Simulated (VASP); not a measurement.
C:

```
C
1.0
     0.00000    1.78337    1.78337
     1.78337    0.00000    1.78337
     1.78337    1.78337    0.00000
C
2
Direct
  0.75000 0.75000 0.75000
  0.50000 0.50000 0.50000
```

| Quantity | Value |
| --- | --- |
| Program | VASP 6.6.1 |
| Task | relaxation of cell and atoms |
| Functional | BLYP |
| Potentials or basis | VASP PAW PBE potentials, release 64 (C) |
| Cutoff | 600 eV |
| k mesh | 13 × 13 × 13 |
| Occupations | fermi-dirac, width 0.05 eV |
| Spin | no spin polarisation |

At the start: pressure 11.1 GPa; volume 5.67 Å³/atom.

Problem. Where does the relaxation end?

Solution. Over 3 steps the energy falls by 5.1 meV/atom and the volume is 5.82 Å³/atom (+2.7 %); space group Fd-3m (No. 227, to 0.05 Å).

The path:
| step | energy change (eV) | largest force (eV/Å) | pressure (GPa) | volume (Å³) |
| --- | --- | --- | --- | --- |
| 1 | 0.0000 | 0.0000 | 11.08 | 11.34 |
| 2 | 0.0031 | 0.0000 | -11.55 | 12.00 |
| 3 | -0.0101 | 0.0000 | -0.06 | 11.64 |

Final structure:
```cif
data_structure
_symmetry_space_group_name_H-M 'P 1'
_symmetry_Int_Tables_number 1
_cell_length_a 2.5442
_cell_length_b 2.5442
_cell_length_c 2.5442
_cell_angle_alpha 60.000
_cell_angle_beta 60.000
_cell_angle_gamma 60.000
_cell_volume 11.64
loop_
_atom_site_label
_atom_site_type_symbol
_atom_site_fract_x
_atom_site_fract_y
_atom_site_fract_z
_atom_site_occupancy
C1 C 0.75000 0.75000 0.75000 1
C2 C 0.50000 0.50000 0.50000 1
```

The cell as given is a measured one (5.67 Å³/atom); BLYP puts the equilibrium volume +2.7 % from it, thermal expansion not counted.

Caveat: the PAW data sets were made with another functional, which shifts forces and pressure a little.
